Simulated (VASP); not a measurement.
A run of VASP 6.6.1 is set up as follows.

File INCAR:

```
SYSTEM = Tm2CdC2
PREC     = Accurate       ! precision mode
ENCUT    = 600            ! plane-wave cutoff, eV
EDIFF    = 1E-7           ! SCF threshold, eV
ISMEAR   = 0              ! smearing method
SIGMA    = 0.1            ! smearing width, eV
LREAL    = .False.        ! projectors in reciprocal space
LASPH    = .True.         ! aspherical terms in the spheres
NELM     = 200            ! most SCF steps
ALGO     = Normal         ! electronic algorithm
ISIF     = 3              ! what is computed and relaxed
LWAVE    = .False.        ! write WAVECAR
LCHARG   = .False.        ! write CHGCAR
GGA      = PE             ! functional
IBRION   = 2              ! ionic algorithm
NSW      = 100            ! ionic steps
EDIFFG   = -0.01          ! ionic threshold
GGA_COMPAT= .False.      
NELMIN   = 4            
LMAXMIX  = 6              ! l up to which the mixer works
```

Contents of KPOINTS:

```
Automatic mesh
0
Gamma
  12 12 8
  0 0 0
```

File POSCAR:

```
Tm2CdC2
1.0
    5.1520271752      0.0000000000      0.0000000000
   -2.5760135876      4.4617864147      0.0000000000
    0.0000000000      0.0000000000      4.5326280909
Tm Cd C
2 1 2
Direct
    0.3333333333      0.6666666667      0.0000000000
    0.6666666667      0.3333333333      0.0000000000
    0.0000000000      0.0000000000      0.5000000000
    0.3333333333      0.6666666667      0.5000000000
    0.6666666667      0.3333333333      0.5000000000
```

Potentials or basis: VASP PAW PBE potentials, release 64 (Tm_3, Cd, C), 4f in core.

Command:

```sh
$ cat potpaw_PBE.64/Tm_3/POTCAR potpaw_PBE.64/Cd/POTCAR potpaw_PBE.64/C/POTCAR > POTCAR
$ mpirun -np 1 vasp_std > vasp.out
```

Question: Estimate the band gap on the k mesh.

Answer: Zero (bands 19 and 20 overlap by 1.18 eV).

Question: Predict the space group after relaxing (to 0.1 Å).

Answer: P6/mmm (No. 191).

Question: Predict the relaxed volume.

Answer: 20.83 Å³/atom.

The path:
```
step  energy change (eV)  largest force (eV/Å)  pressure (GPa)  volume (Å³)
   1              0.0000                0.0000            0.77       104.19
   2             -0.0060                0.0000           -0.97       105.69
   3             -0.0107                0.0000           -0.30       105.10
   4             -0.0117                0.0000           -0.16       104.62
   5             -0.0119                0.0000           -0.04       104.21
   6             -0.0119                0.0000           -0.03       104.17
```

Caveat: spin-orbit coupling is left out, which moves the levels of the heavy elements; the 4f electrons are frozen in the core, so they carry no moment and show no levels. Spin polarisation is off, so any magnetic state and its effect on volume and gap are missing.
